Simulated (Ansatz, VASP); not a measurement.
# One calculation of BP, two programs

The input INCAR:

```
SYSTEM = BP
ALGO = Normal
EDIFF = 1E-6
ENCUT = 520
GGA = PE
ISIF = 2
ISMEAR = 0
LASPH = .TRUE.
LCHARG = .FALSE.
LREAL = .FALSE.
LWAVE = .FALSE.
NBANDS = 11
NELM = 80
PREC = Accurate
SIGMA = 0.01
```

KPOINTS

```
k-points
0
G
  5 5 5
  0 0 0
```

Contents of POSCAR:

```
BP
1.0
    0.0000000000      2.2683156724      2.2683156724
    2.2683156724      0.0000000000      2.2683156724
    2.2683156724      2.2683156724      0.0000000000
B P
1 1
Direct
    0.0000000000      0.0000000000      0.0000000000
    0.2500000000      0.2500000000      0.2500000000
```

Input for Ansatz:

```yaml
crystal:
  lattice:
    - [0.0, 2.2683156724, 2.2683156724]
    - [2.2683156724, 0.0, 2.2683156724]
    - [2.2683156724, 2.2683156724, 0.0]
  atoms:
    - { symbol: B, position: [0.0, 0.0, 0.0] }
    - { symbol: P, position: [0.25, 0.25, 0.25] }
kpoints:
  mp_grid: { grid: [5, 5, 5] }
hamiltonian:
  xc: pbe
scf:
  occupations: { method: fixed }
  n_extra_bands: 4
output:
  forces: true
  stress: true
  eigenvalues: true
```

Alike in both runs: task single point; functional PBE; k mesh 5 × 5 × 5; no spin polarisation.

|  | VASP | Ansatz |
| --- | --- | --- |
| version | VASP 6.6.1 | Ansatz 0.2.0 |
| potentials or method | VASP PAW PBE potentials, release 64 (B, P) | plane waves |
| plane-wave cutoff (eV) | 520 | 420 |
| occupations | gaussian, width 0.01 eV | fixed |
| valence electrons in the cell | 8 | 8 |

VASP gave:

```
gap on the k mesh at the Fermi level (eV) : 1.23
pressure (GPa)                            : 1.4
```

Task: Which values does Ansatz return?

Result: gap on the k mesh at the Fermi level (eV): 1.23; pressure (GPa): 1.7.

The k mesh is coarse, so the values compare programs but aren't converged.
